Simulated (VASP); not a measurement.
Input of a VASP 6.6.1 run:

INCAR

```
PREC = Accurate
ENCUT = 520
EDIFF = 1E-8
ISMEAR = -1
SIGMA = 0.01
LREAL = Auto
LASPH = T
NELM = 60
ALGO = Normal
ISIF = 2
LWAVE = F
LCHARG = F
GGA = PE
LEFG = T
NBANDS = 167
KPAR = 4
```

The input KPOINTS:

```
Automatic mesh
0
Gamma
  3 3 2
```

Contents of POSCAR:

```
Zn15SnS16
1.0
    7.6220000000      0.0000000000      0.0000000000
   -3.8110000000      6.6008456276      0.0000000000
    0.0000000000      0.0000000000     12.4680000000
Sn Zn S
1 15 16
Direct
    0.1666666666      0.3333333334      0.0000000000
    0.1666666666      0.3333333334      0.5000000000
    0.1666666666      0.8333333334      0.0000000000
    0.1666666666      0.8333333334      0.5000000000
    0.6666666666      0.3333333334      0.0000000000
    0.6666666666      0.3333333334      0.5000000000
    0.6666666666      0.8333333334      0.0000000000
    0.6666666666      0.8333333334      0.5000000000
    0.3333333334      0.1666666666      0.2500000000
    0.3333333334      0.1666666666      0.7500000000
    0.3333333334      0.6666666666      0.2500000000
    0.3333333334      0.6666666666      0.7500000000
    0.8333333334      0.1666666666      0.2500000000
    0.8333333334      0.1666666666      0.7500000000
    0.8333333334      0.6666666666      0.2500000000
    0.8333333334      0.6666666666      0.7500000000
    0.1666666666      0.3333333334      0.1925000000
    0.1666666666      0.3333333334      0.6925000000
    0.1666666666      0.8333333334      0.1925000000
    0.1666666666      0.8333333334      0.6925000000
    0.6666666666      0.3333333334      0.1925000000
    0.6666666666      0.3333333334      0.6925000000
    0.6666666666      0.8333333334      0.1925000000
    0.6666666666      0.8333333334      0.6925000000
    0.3333333334      0.1666666666      0.4425000000
    0.3333333334      0.1666666666      0.9425000000
    0.3333333334      0.6666666666      0.4425000000
    0.3333333334      0.6666666666      0.9425000000
    0.8333333334      0.1666666666      0.4425000000
    0.8333333334      0.1666666666      0.9425000000
    0.8333333334      0.6666666666      0.4425000000
    0.8333333334      0.6666666666      0.9425000000
```

Potentials or basis: VASP PAW PBE potentials, release 64 (Sn_d, Zn, S).

Launch:

```console
$ cat potpaw_PBE.64/Sn_d/POTCAR potpaw_PBE.64/Zn/POTCAR potpaw_PBE.64/S/POTCAR > POTCAR
$ mpirun -np 4 vasp_std > vasp.out
```

(1) Estimate the band gap on the k mesh.

(2) Estimate the pressure.

(3) What does it give for the largest force?

## Answers

(1) zero (bands 145 and 146 overlap by 0.66 eV).

(2) 6.2 GPa.

(3) 3.555 eV/Å.

Caveat: without QUAD_EFG the Cq values of the log hold for a quadrupole moment of 1 mb, not for the nuclei; spin-orbit coupling is left out, which moves the levels of the heavy elements.
